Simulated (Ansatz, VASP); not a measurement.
Zr2B3 in VASP and in Ansatz

```
Zr B
1.0
     3.96900    0.00000    0.00000
    -1.98450    3.43726    0.00000
     0.00000    0.00000    4.97191
Zr B
2 3
Cartesian
  1.9845 1.1458 1.2334
  0.0000 2.2915 3.7385
  1.9845 1.1458 3.6694
  0.0000 2.2915 1.3025
  0.0000 0.0000 0.0000
```

Change from the starting cell: species swapped into the In2Au3 type (P-3m1, No. 164).

Alike in both runs: functional PBE; k mesh 6 × 6 × 4; occupations gaussian, width 0.1 eV; no spin polarisation.

Ansatz relaxed the structure, and its values are those at the end. VASP's run is a single point on that final structure, the one shown.

|  | VASP | Ansatz |
| --- | --- | --- |
| version | VASP 6.6.1 | Ansatz 0.2.0 |
| potentials or method | VASP PAW PBE potentials, release 64 (Zr_sv, B), cutoff 520 eV | scalar-relativistic, plane waves, PAW |
| valence electrons in the cell | 33 | 33 |

|  | VASP | Ansatz | Ansatz less VASP |
| --- | --- | --- | --- |
| gap on the k mesh at the Fermi level (eV) | none | none | - |
| pressure (GPa) | 0.4 | 0.3 | -0.11 |

A gap of «none» marks a metal or a gap that the smearing closes. With one functional, cell and mesh, what is left measures potentials, basis and numerics.
